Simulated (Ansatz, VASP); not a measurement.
# CsCdCl3: VASP beside Ansatz

```
CELL_PARAMETERS angstrom
5.16279 0.00000 0.00000
0.00000 5.16279 0.00000
0.00000 0.00000 5.16279
ATOMIC_POSITIONS crystal
Cs 0.00000 0.00000 0.00000
Cd 0.50000 0.50000 0.50000
Cl 0.00000 0.50000 0.50000
Cl 0.50000 0.00000 0.50000
Cl 0.50000 0.50000 0.00000
```

Alike in both runs: task single point; functional LDA; k mesh 6 × 6 × 6; occupations gaussian, width 0.02 eV; no spin polarisation.

|  | VASP | Ansatz |
| --- | --- | --- |
| version | VASP 6.6.1 | Ansatz 0.2.0 |
| potentials or method | VASP PAW LDA potentials, release 64 (Cs_sv, Cd, Cl), cutoff 520 eV | scalar-relativistic, plane waves, PAW |
| valence electrons in the cell | 42 | 50 |

|  | VASP | Ansatz | Ansatz less VASP |
| --- | --- | --- | --- |
| gap on the k mesh at the Fermi level (eV) | 1.57 | 1.55 | -0.028 |
| least direct gap on the mesh (eV) | 2.21 | 2.19 | -0.022 |
| pressure (GPa) | -0.9 | -1.2 | -0.24 |

LDA's correlation is that of Perdew and Zunger in VASP and of Perdew and Wang (1992) in Ansatz. VASP's potentials hold 42 valence electrons a cell and Ansatz's 50, so a difference there can come from the potentials and not from the codes.

Neither program's run includes spin-orbit coupling.
